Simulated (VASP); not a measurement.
## MgH6Pb2N: single point with PBE

MgH6Pb2N:

```
H Pb N Mg
1.0
     0.00000    3.71041    3.71041
     3.71041    0.00000    3.71041
     3.71041    3.71041    0.00000
H Pb N Mg
6 2 1 1
Direct
  0.67747 0.32253 0.32253
  0.32253 0.67747 0.32253
  0.32253 0.67747 0.67747
  0.67747 0.32253 0.67747
  0.32253 0.32253 0.67747
  0.67747 0.67747 0.32253
  0.25000 0.25000 0.25000
  0.75000 0.75000 0.75000
  0.50000 0.50000 0.50000
  0.00000 0.00000 0.00000
```

```json
{"Program": "VASP 6.6.1", "Task": "single point", "Functional": "PBE", "Potentials or basis": "VASP PAW PBE potentials, release 64 (H, Pb_d, N, Mg)", "Cutoff": "520 eV", "k mesh": "8 × 8 × 8", "Occupations": "fermi-dirac, width 0.0244 eV", "Spin": "no spin polarisation"}
```

```
Pressure : 4.8 GPa
```

Levels at points of the mesh, in eV from the Fermi level:
| k point | band 18 | band 19 | band 20 | band 21 | band 22 | band 23 | band 24 | band 25 |
| --- | --- | --- | --- | --- | --- | --- | --- | --- |
| (0.00, 0.00, 0.00) | -1.64 | -1.64 | -1.33 | -1.33 | 0.56 | 0.56 | 0.56 | 0.97 |
| (0.50, 0.00, 0.00) | -2.95 | -2.13 | -1.22 | 0.48 | 0.48 | 1.53 | 1.53 | 4.48 |
| (0.50, 0.50, 0.00) | -1.59 | -1.59 | -1.15 | -1.07 | 2.83 | 2.83 | 3.56 | 4.11 |

Run time: 66 s on 1 thread of Oxide Virtual Turin-like Processor (shared host), peak memory 0.26 GiB.

Caveat: spin-orbit coupling is left out, which moves the levels of the heavy elements.
